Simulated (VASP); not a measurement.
Runs of VASP 6.6.1 on Lu. The structure is that of space group Im-3m (No. 229), or close to it. The cells are those of the table. 

```csv
cell,gap on the mesh (eV),pressure (GPa)
"a = 3.367 Å, angles 109.5°, 1 atom",none,-4.6
"a = 3.153 Å, angles 109.5°, 1 atom",none,5.2
"a = 3.242 Å, angles 109.5°, 1 atom",none,(a)
"a = 3.285 Å, angles 109.5°, 1 atom",none,-1.6
"a = 3.198 Å, angles 109.5°, 1 atom",none,(b)
"a = 3.326 Å, angles 109.5°, 1 atom",none,-3.2
```

Alike in all rows: task single point; level LDA; potentials or basis VASP PAW PBE potentials, release 64 (Lu); no spin polarisation; k mesh 13 × 13 × 13; cutoff (eV) 520; smearing fermi-dirac 0.1 eV.

Question: Fill in the values left out.

Answer: (a) 0.2; (b) 2.5.

Caveats: the PAW data sets were made with another functional, which shifts forces and pressure a little; spin-orbit coupling is left out, which moves the levels of the heavy elements.

A k mesh can miss the band edges, and the runs leave out spin-orbit coupling on Lu.

A gap of «none» marks levels without a gap at the run's occupations.
